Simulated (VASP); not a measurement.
Crystal: SiC5.

```
Si C
1.0
     3.33377    0.00000    0.00000
    -1.66688    2.88713    0.00000
     0.00000    0.00000    8.40532
Si C
1 5
Direct
  0.00000 0.00000 0.00000
  0.33333 0.66667 0.00000
  0.66667 0.33333 0.00000
  0.50000 0.00000 0.50000
  0.50000 0.50000 0.50000
  0.00000 0.50000 0.50000
```

The cell was built from a structure type or drawn by symmetry, and may not be a known phase.

* Program: VASP 6.6.1
* Task: relaxation of cell and atoms
* Functional: PBE
* Potentials or basis: VASP PAW PBE potentials, release 64 (Si, C)
* Cutoff: 600 eV
* k mesh: 12 × 12 × 6
* Occupations: gaussian, width 0.1 eV
* Spin: no spin polarisation

At the start: pressure -2.4 GPa; volume 13.48 Å³/atom.

Q: How do energy, volume and symmetry change on relaxing?

A: Over 12 steps the energy falls by 3.2 meV/atom and the volume is 12.06 Å³/atom (-10.6 %); space group P6/mmm (No. 191, to 0.1 Å) before and after.

Step by step:
```csv
step,energy change (eV),largest force (eV/Å),pressure (GPa),volume (Å³)
1,0.0000,0.0000,-2.39,80.90
2,0.0041,0.0000,2.71,78.57
3,-0.0118,0.0000,-0.10,79.81
4,-0.0118,0.0000,-0.06,79.79
5,-0.0119,0.0000,-0.07,79.71
6,-0.0123,0.0000,-0.05,79.48
7,-0.0131,0.0000,-0.05,79.00
8,-0.0146,0.0000,-0.04,78.06
9,-0.0171,0.0000,0.02,76.17
10,-0.0192,0.0000,0.34,72.40
11,-0.0193,0.0000,-0.08,72.32
12,-0.0194,0.0000,0.07,72.35
```

Final structure:
```
CELL_PARAMETERS angstrom
3.31022 0.00000 0.00000
-1.65511 2.86673 0.00000
0.00000 0.00000 7.62390
ATOMIC_POSITIONS crystal
Si 0.00000 0.00000 0.00000
C 0.33333 0.66667 0.00000
C 0.66667 0.33333 0.00000
C 0.50000 0.00000 0.50000
C 0.50000 0.50000 0.50000
C 0.00000 0.50000 0.50000
```
